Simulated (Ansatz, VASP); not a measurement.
## NaSr in VASP and in Ansatz

```
Na Sr
1.0
     2.07697    1.19914    6.50446
    -2.07697    1.19914    6.50446
     0.00000   -2.39828    6.50446
Na Sr
1 1
Direct
  0.00000 0.00000 0.00000
  0.50000 0.50000 0.50000
```

Alike in both runs: functional PBE; k mesh 18 × 18 × 18; occupations gaussian, width 0.1 eV; no spin polarisation.

Ansatz relaxed the structure, and its values are those at the end. VASP's run is a single point on that final structure, the one shown.

|  | VASP | Ansatz |
| --- | --- | --- |
| version | VASP 6.6.1 | Ansatz 0.2.0 |
| potentials or method | VASP PAW PBE potentials, release 64 (Na_pv, Sr_sv), cutoff 520 eV | scalar-relativistic, plane waves, PAW |
| valence electrons in the cell | 17 | 19 |

|  | VASP | Ansatz | Ansatz less VASP |
| --- | --- | --- | --- |
| gap on the k mesh at the Fermi level (eV) | none | none | - |
| pressure (GPa) | 0.0 | 0.0 | +0.01 |

A gap of «none» marks a metal or a gap that the smearing closes. VASP's potentials hold 17 valence electrons a cell and Ansatz's 19, so a difference there can come from the potentials and not from the codes.
